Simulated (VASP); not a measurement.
Here is a VASP 6.6.1 calculation.

The input INCAR:

```
  ALGO = Normal
  EDIFF = 1E-7
  ENCUT = 520
  GGA = PS
  ISIF = 2
  ISMEAR = 0
  ISPIN = 2
  IVDW = 12
  LASPH = T
  LCHARG = F
  LMAXMIX = 4
  LORBIT = 11
  LREAL = F
  LWAVE = F
  MAGMOM = 0.37 0.37 0.37 0
  NBANDS = 33
  NELM = 150
  PREC = Accurate
  SIGMA = 0.1
```

File KPOINTS:

```
k-points
0
Gamma
  2 2 2
```

POSCAR

```
Ni3Hg
1.0
    3.7449110000      0.0000000000      0.0000000000
    0.0000000000      3.7449110000      0.0000000000
    0.0000000000      0.0000000000      3.7449110000
Ni Hg
3 1
Direct
    0.0000000000      0.5000000000      0.5000000000
    0.5000000000      0.0000000000      0.5000000000
    0.5000000000      0.5000000000      0.0000000000
    0.0000000000      0.0000000000      0.0000000000
```

Potentials or basis: VASP PAW PBE potentials, release 64 (Ni, Hg).

Run with:

```console
$ cat potpaw_PBE.64/Ni/POTCAR potpaw_PBE.64/Hg/POTCAR > POTCAR
$ mpirun -np 1 vasp_std > vasp.out
```

Predict the dispersion energy per atom.

-0.436 eV.

What does it give for the site moments?

Ni +0.44; Hg +0.01 μB.

Estimate the net moment.

1.31 μB per cell.

Caveat: the k points lie up to 0.84 Å⁻¹ apart.
